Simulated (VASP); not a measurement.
# CdS (rocksalt type) (Fm-3m) in VASP: further runs

The runs below take CdS (rocksalt type) through relaxation of cell and atoms, with PBE.

All numbers are computed with VASP 6.6.1; they aren't measurements. Logs are shortened: lines on timing, memory, paths and dates and some standing lists are left out, and cuts for length are marked.

## (1) The cell of the first run

The structure is cubic, space group Fm-3m (No. 225). Conventional cell: a = 5.286 Å, b = 5.286 Å, c = 5.286 Å, α = 90.00°, β = 90.00°, γ = 90.00°. Cd (site symmetry m-3m) has 6 S at 2.64 Å within 3.5 Å. Within 3.5 Å of S (site symmetry m-3m) lie 6 Cd at 2.64 Å.

## (2) Relaxation of cell and atoms, PBE, target pressure 11 GPa, at which the enthalpy is minimised

INCAR reads:

```
ALGO = Normal ; EDIFF = 1E-6
EDIFFG = -0.005 ; ENCUT = 600
GGA = PE ; IBRION = 2
ISIF = 3 ; ISMEAR = -1
LASPH = T ; LCHARG = F
LREAL = F ; LWAVE = F
NELM = 60 ; NSW = 32
PREC = Accurate ; PSTRESS = 110.0
SIGMA = 0.05
```

KPOINTS reads:

```
k-points
0
Gamma
  14 14 14
```

POSCAR reads:

```
CdS
1.0
    0.0000000000      2.6431199754      2.6431199754
    2.6431199754      0.0000000000      2.6431199754
    2.6431199754      2.6431199754      0.0000000000
Cd S
1 1
Direct
    0.0000000000      0.0000000000      0.0000000000
    0.5000000000      0.5000000000      0.5000000000
```

Potentials or basis: VASP PAW PBE potentials, release 64 (Cd, S).

Started as:

```bash
$ cat potpaw_PBE.64/Cd/POTCAR potpaw_PBE.64/S/POTCAR > POTCAR
$ mpirun -np 1 vasp_std > vasp.out
```

OUTCAR:

```text
EDIFF = 1E-6
   EDIFFG = -0.005
   ENCUT = 600
   GGA = PE
   IBRION = 2
   ISIF = 3
   ISMEAR = -1
   LASPH = T
   LREAL = F
   NELM = 60
   NSW = 32
   PREC = Accurate
   PSTRESS = 110.0

 ion  position               nearest neighbor table
   1  0.000  0.000  0.000-   2 2.64   2 2.64   2 2.64   2 2.64   2 2.64   2 2.64
   2  0.500  0.500  0.500-   1 2.64   1 2.64   1 2.64   1 2.64   1 2.64   1 2.64

  LATTYP: Found a face centered cubic cell.
 ALAT       =     5.2862399508

  Lattice vectors:

 A1 = (   0.0000000000,   2.6431199754,   2.6431199754)
 A2 = (   2.6431199754,   0.0000000000,   2.6431199754)
 A3 = (   2.6431199754,   2.6431199754,   0.0000000000)

Analysis of symmetry for initial positions (statically):
=====================================================================
 Subroutine PRICEL returns:
 Original cell was already a primitive cell.

 Routine SETGRP: Setting up the symmetry group for a
 face centered cubic supercell.

 Subroutine GETGRP returns: Found 48 space group operations
 (whereof 48 operations were pure point group operations)
 out of a pool of 48 trial point group operations.

The static configuration has the point symmetry O_h .

Analysis of symmetry for dynamics (positions and initial velocities):
=====================================================================
 Subroutine PRICEL returns:
 Original cell was already a primitive cell.

 Routine SETGRP: Setting up the symmetry group for a
 face centered cubic supercell.

 Subroutine GETGRP returns: Found 48 space group operations
 (whereof 48 operations were pure point group operations)
 out of a pool of 48 trial point group operations.

The dynamic configuration has the point symmetry O_h .

 Subroutine INISYM returns: Found 48 space group operations
 (whereof 48 operations are pure point group operations),
 and found     1 'primitive' translations

----------------------------------------------------------------------------------------

                                     Primitive cell

  volume of cell :      36.9301

  direct lattice vectors                    reciprocal lattice vectors
     0.000000000  2.643119975  2.643119975    -0.189170376  0.189170376  0.189170376
     2.643119975  0.000000000  2.643119975     0.189170376 -0.189170376  0.189170376
     2.643119975  2.643119975  0.000000000     0.189170376  0.189170376 -0.189170376

  length of vectors
     3.737936116  3.737936116  3.737936116     0.327652703  0.327652703  0.327652703

  position of ions in fractional coordinates (direct lattice)
     0.000000000  0.000000000  0.000000000
     0.500000000  0.500000000  0.500000000

  ion indices of the primitive-cell ions
   primitive index   ion index
                 1           1
                 2           2

----------------------------------------------------------------------------------------

 KPOINTS: k-points

Automatic generation of k-mesh.
 Grid dimensions read from file:
 generate k-points for:   14   14   14

 Generating k-lattice:

  Cartesian coordinates                     Fractional coordinates (reciprocal lattice)
    -0.013512170  0.013512170  0.013512170     0.071428571  0.000000000  0.000000000
     0.013512170 -0.013512170  0.013512170     0.000000000  0.071428571  0.000000000
     0.013512170  0.013512170 -0.013512170     0.000000000  0.000000000  0.071428571

  Length of vectors
     0.023403764  0.023403764  0.023403764

  Shift w.r.t. Gamma in fractional coordinates (k-lattice)
     0.000000000  0.000000000  0.000000000

 Subroutine IBZKPT returns following result:
 ===========================================

 Found    104 irreducible k-points:

 Following reciprocal coordinates:
            Coordinates               Weight
  0.000000  0.000000  0.000000      1.000000
  0.071429  0.000000  0.000000      8.000000
  0.142857  0.000000  0.000000      8.000000
  0.214286  0.000000  0.000000      8.000000
  0.285714  0.000000  0.000000      8.000000
  0.357143  0.000000  0.000000      8.000000
[... 16 lines left out ...]
  0.214286  0.142857  0.000000     24.000000
  0.285714  0.142857  0.000000     24.000000
 [... further k-points ...]
   k-points           NKPTS =    104   k-points in BZ     NKDIM =    104   number of bands    NBANDS=     13
   number of dos      NEDOS =    301   number of ions     NIONS =      2
   total plane-waves  NPLWV =  27000
   dimension x,y,z NGX =    30 NGY =   30 NGZ =   30
   dimension x,y,z NGXF=    60 NGYF=   60 NGZF=   60
   ions per type =               1   1
   NGX,Y,Z   is equivalent  to a cutoff of  13.34, 13.34, 13.34 a.u.
   NGXF,Y,Z  is equivalent  to a cutoff of  26.69, 26.69, 26.69 a.u.
 SYSTEM =  unknown system
   PREC   = accura    normal or accurate (medium, high low for compatibility)
   ISTART =      0    job   : 0-new  1-cont  2-samecut
   ICHARG =      2    charge: 1-file 2-atom 10-const
   ISPIN  =      1    spin polarized calculation?
   LNONCOLLINEAR =      F non collinear calculations
   LSORBIT =      F    spin-orbit coupling
   LASPH  =      T    aspherical Exc in radial PAW
   ENCUT  =  600.0 eV  44.10 Ry    6.64 a.u.   7.47  7.47  7.47*2*pi/ulx,y,z
   NELM   =     60;   NELMIN=  2; NELMDL= -5     # of ELM steps
   EDIFF  = 0.1E-05   stopping-criterion for ELM
   LREAL  =      F    real-space projection
   EDIFFG = -.5E-02   stopping-criterion for IOM
   NSW    =     32    number of steps for IOM
   IBRION =      2    ionic relax: 0-MD 1-quasi-New 2-CG
   NFREE  =      1    steps in history (QN), initial steepest desc. (CG)
   ISIF   =      3    stress and relaxation
   ISYM   =      2    0-nonsym 1-usesym 2-fastsym
   POTIM  = 0.5000    time-step for ionic-motion
   TEBEG  =    0.0;   TEEND  =   0.0 temperature during run
   PSTRESS=  110.0 pullay stress
   NELECT =      18.0000    total number of electrons
   NUPDOWN=      -1.0000    fix difference up-down
   EMIN   =  10.00;   EMAX   =-10.00  energy-range for DOS
   EFERMI =   0.00;   METHOD = LEGACY
   ISMEAR =    -1;   SIGMA  =   0.05  broadening in eV -4-tet -1-fermi 0-gaus
   EFERMI_NEDOS =   21; number of points for ismear=-14 and -15
   IALGO  =     38    algorithm
   IMIX   =      4    mixing-type and parameters
     AMIX     =   0.40;   BMIX     =  1.00
     AMIX_MAG =   1.60;   BMIX_MAG =  1.00
  volume/ion in A,a.u.               =      18.47       124.61
  Fermi-wavevector in a.u.,A,eV,Ry     =   1.288365  2.434656 22.584085  1.659883
  Thomas-Fermi vector in A             =   2.420323
   LORBIT       =      0    0 simple, 1 ext, 2 COOP (PROOUT), +10 PAW based schemes
   GGA     = PE    functional components
   LHFCALC =     F    Hartree Fock is set to
   AEXX    =    0.0000 exact exchange contribution
   IVDW    =     0    specifies the selected vdW correction
   LEPSILON=     F    determine dielectric tensor
   LRPA    =     F    only Hartree local field effects (RPA)
 conjugate gradient relaxation of ions
 non-spin polarized calculation
  energy-cutoff  :      600.00
  volume of cell :       36.93
 maximum number of plane-waves:      1251
 NGX is ok and might be reduce to    30
   NGX = 15   NGY = 15   NGZ = 15

--------------------------------------- Ionic step        1  -------------------------------------------

 number of electron      18.0000003 magnetization

 Free energy of the ion-electron system (eV)
  ---------------------------------------------------
  ext. energy  EPLUGINS =         0.00000000
  ---------------------------------------------------
  free energy    TOTEN  =        -5.72205147 eV

  energy without entropy =       -5.72169280  energy(sigma->0) =       -5.72187213

------------------------ aborting loop because EDIFF is reached ----------------------------------------

  FORCE on cell =-STRESS in cart. coord.  units (eV):
  Direction    XX          YY          ZZ          XY          YZ          ZX
  --------------------------------------------------------------------------------------
  -------------------------------------------------------------------------------------
  Total        2.6805078      2.6805078      2.6805078     -0.0000000      0.0000000     -0.0000000
  in kB      116.2912460    116.2912460    116.2912460     -0.0000000      0.0000000     -0.0000000
  external PRESSURE =       6.2912460 kB  Pullay stress =     110.0000000 kB
[... 137 lines left out ...]
  enthalpy is  TOTEN    =        -3.1869122890 eV   P V=        2.5492944119

--------------------------------------- Ionic step        5  -------------------------------------------

 number of electron      18.0000002 magnetization

 Free energy of the ion-electron system (eV)
  ---------------------------------------------------
  ext. energy  EPLUGINS =         0.00000000
  ---------------------------------------------------
  free energy    TOTEN  =        -5.73571232 eV

  energy without entropy =       -5.73535597  energy(sigma->0) =       -5.73553414

 E-fermi :   4.1505     XC(G=0): -10.8928

 val. band max:        3.9411469174   @ k =   0.5000   0.0000   0.0000
 cond. band min:       4.1692530663   @ k =   0.5000   0.5000   0.0000
 fundamental gap:      0.2281061489
 Fermi energy:         4.1504725510

 k-point     1 :       0.0000    0.0000    0.0000
  band No.  band energies     occupation
      1      -9.6103      2.00000
      2      -3.9327      2.00000
      3      -3.9327      2.00000
      4      -3.9309      2.00000
      5      -3.9309      2.00000
      6      -3.9309      2.00000
      7       2.9660      2.00000
      8       2.9660      2.00000
      9       2.9660      2.00000
     10       5.3215      0.00000
     11      13.1774      0.00000
     12      13.1774      0.00000
     13      13.1774      0.00000
[... 353 lines left out ...]
 k-point    24 :       0.2857    0.1429    0.0000
  band No.  band energies     occupation
      1      -8.9575      2.00000
      2      -4.2184      2.00000
      3      -4.0224      2.00000
      4      -4.0136      2.00000
      5      -3.8087      2.00000
      6      -3.7553      2.00000
      7       0.4855      2.00000
      8       2.6713      2.00000
      9       3.0183      2.00000
     10       8.0650      0.00000
     11       9.9677      0.00000
     12      11.1928      0.00000
     13      12.4609      0.00000

 [... further k-points ...]

------------------------ aborting loop because EDIFF is reached ----------------------------------------

  FORCE on cell =-STRESS in cart. coord.  units (eV):
  Direction    XX          YY          ZZ          XY          YZ          ZX
  --------------------------------------------------------------------------------------
  -------------------------------------------------------------------------------------
  Total        2.5436602      2.5436602      2.5436602     -0.0000000     -0.0000000     -0.0000000
  in kB      109.7782207    109.7782207    109.7782207     -0.0000000     -0.0000000     -0.0000000
  external PRESSURE =      -0.2217793 kB  Pullay stress =     110.0000000 kB
[... 17 lines left out ...]
  FREE ENERGIE OF THE ION-ELECTRON SYSTEM (eV)
  ---------------------------------------------------
  free  energy   TOTEN  =        -5.7357123214 eV

  energy  without entropy=       -5.7353559659  energy(sigma->0) =       -5.73553414

  enthalpy is  TOTEN    =        -3.1869133164 eV   P V=        2.5487990051

 reached required accuracy - stopping structural energy minimisation
```

Wall time 2.3 min (1 thread of Intel Xeon Platinum 8259CL at 2.50GHz (Skylake/Cascade Lake), shared host); peak memory 0.22 GiB.

What came out:

* Free energy: -5.7357 eV
* Relaxed volume: 18.56 Å³/atom
* Relaxed cell: a = 3.744 Å, b = 3.744 Å, c = 3.744 Å, α = 60.00°, β = 60.00°, γ = 60.00°
* Space group after relaxing (to 0.1 Å): Fm-3m (No. 225)
* Energy change on relaxing (the run minimises the enthalpy): -6.8 meV/atom
* Ionic steps: 5
* Pressure after relaxing: 11.0 GPa
* Band gap on the k mesh: 0.23 eV (least direct gap 2.36 eV)

The path:
| step | energy change (eV) | largest force (eV/Å) | pressure (GPa) | volume (Å³) |
| --- | --- | --- | --- | --- |
| 1 | 0.0000 | 0.0000 | 11.63 | 36.93 |
| 2 | -0.0266 | 0.0000 | 10.35 | 37.32 |
| 3 | -0.0131 | 0.0000 | 11.05 | 37.12 |
| 4 | -0.0142 | 0.0000 | 10.95 | 37.13 |
| 5 | -0.0137 | 0.0000 | 10.98 | 37.12 |

Final structure:
```yaml
crystal:
  lattice:
    - [0.00000, 2.64773, 2.64773]
    - [2.64773, 0.00000, 2.64773]
    - [2.64773, 2.64773, 0.00000]
  atoms:
    - { symbol: Cd, position: [0.00000, 0.00000, 0.00000] }
    - { symbol: S, position: [0.50000, 0.50000, 0.50000] }
```

Levels at points of the mesh, in eV from the valence-band top:
| k point | band 6 | band 7 | band 8 | band 9 | band 10 | band 11 | band 12 | band 13 |
| --- | --- | --- | --- | --- | --- | --- | --- | --- |
| (0.00, 0.00, 0.00) | -7.87 | -0.98 | -0.98 | -0.98 | 1.38 | 9.24 | 9.24 | 9.24 |
| (0.50, 0.00, 0.00) | -7.60 | -5.32 | 0.00 | 0.00 | 3.41 | 5.82 | 5.82 | 7.68 |
| (0.50, 0.50, 0.00) | -6.62 | -4.95 | -2.57 | -2.57 | 0.23 | 5.88 | 10.52 | 12.03 |

Caveat: the cell is relaxed towards a set pressure, so the run minimises the enthalpy, not the energy; semilocal functionals underestimate gaps, and a narrow one can read as zero. A k mesh can miss the band edges.

## (3) Relaxation of cell and atoms, PBE, target pressure 11 GPa, at which the enthalpy is minimised

This run uses another cell than the first one, of 18.52 Å³/atom.

INCAR reads:

```
SYSTEM = CdS
ALGO     = Normal         ! electronic algorithm
EDIFF    = 1E-6           ! SCF threshold, eV
EDIFFG   = -0.005         ! ionic threshold
ENCUT    = 600            ! plane-wave cutoff, eV
GGA      = PE             ! functional
IBRION   = 2              ! ionic algorithm
ISIF     = 3              ! what is computed and relaxed
ISMEAR   = -1             ! smearing method
LASPH    = .True.         ! aspherical terms in the spheres
LCHARG   = .False.        ! write CHGCAR
LREAL    = .False.        ! projectors in reciprocal space
LWAVE    = .False.        ! write WAVECAR
NELM     = 100            ! most SCF steps
NSW      = 60             ! ionic steps
PREC     = Accurate       ! precision mode
PSTRESS  = 110.0        
SIGMA    = 0.05           ! smearing width, eV
```

KPOINTS reads:

```
k-points
0
Gamma
  14 14 14
  0 0 0
```

POSCAR reads:

```
CdS
1.0
    0.0000000000      2.6456454949      2.6456454949
    2.6456454949      0.0000000000      2.6456454949
    2.6456454949      2.6456454949      0.0000000000
Cd S
1 1
Direct
    0.0000000000      0.0000000000      0.0000000000
    0.5000000000      0.5000000000      0.5000000000
```

Potentials or basis: VASP PAW PBE potentials, release 64 (Cd, S).

Started as:

```bash
$ cat potpaw_PBE.64/Cd/POTCAR potpaw_PBE.64/S/POTCAR > POTCAR
$ mpirun -np 1 vasp_std > vasp.out
```

Run time: 1.7 min. Hardware: 1 thread of Intel Xeon Platinum 8259CL at 2.50GHz (Skylake/Cascade Lake), shared host; peak memory 0.22 GiB.

Results (log left out):

```yaml
Free_energy: -5.7352 eV
Relaxed_volume: 18.56 Å³/atom
Relaxed_cell: a = 3.744 Å, b = 3.744 Å, c = 3.744 Å, α = 60.00°, β = 60.00°, γ = 60.00°
Space_group_after_relaxing_to_0.1_Å: Fm-3m (No. 225)
Energy_change_on_relaxing_the_run_minimises_the_enthalpy: -2.8 meV/atom
Ionic_steps: 3
Pressure_after_relaxing: 11.0 GPa
Band_gap_on_the_k_mesh: 0.23 eV (least direct gap 2.36 eV)
```

The path:
| step | energy change (eV) | largest force (eV/Å) | pressure (GPa) | volume (Å³) |
| --- | --- | --- | --- | --- |
| 1 | 0.0000 | 0.0000 | 11.28 | 37.04 |
| 2 | -0.0118 | 0.0000 | 10.71 | 37.21 |
| 3 | -0.0055 | 0.0000 | 11.00 | 37.12 |

Final structure:
```xyz
2
Lattice="0.0000 2.6475 2.6475 2.6475 0.0000 2.6475 2.6475 2.6475 0.0000" Properties=species:S:1:pos:R:3 pbc="T T T"
Cd    0.0000    0.0000    0.0000
S     2.6475    2.6475    2.6475
```

Levels at points of the mesh, in eV from the valence-band top:
```csv
k point,band 7,band 8,band 9,band 10,band 11,band 12
"(0.00, 0.00, 0.00)",-0.98,-0.98,-0.98,1.38,9.24,9.24
"(0.50, 0.00, 0.00)",-5.32,0.00,0.00,3.41,5.82,5.82
"(0.50, 0.50, 0.00)",-4.95,-2.57,-2.57,0.23,5.88,10.52
```

Caveat: the cell is relaxed towards a set pressure, so the run minimises the enthalpy, not the energy; semilocal functionals underestimate gaps, and a narrow one can read as zero.
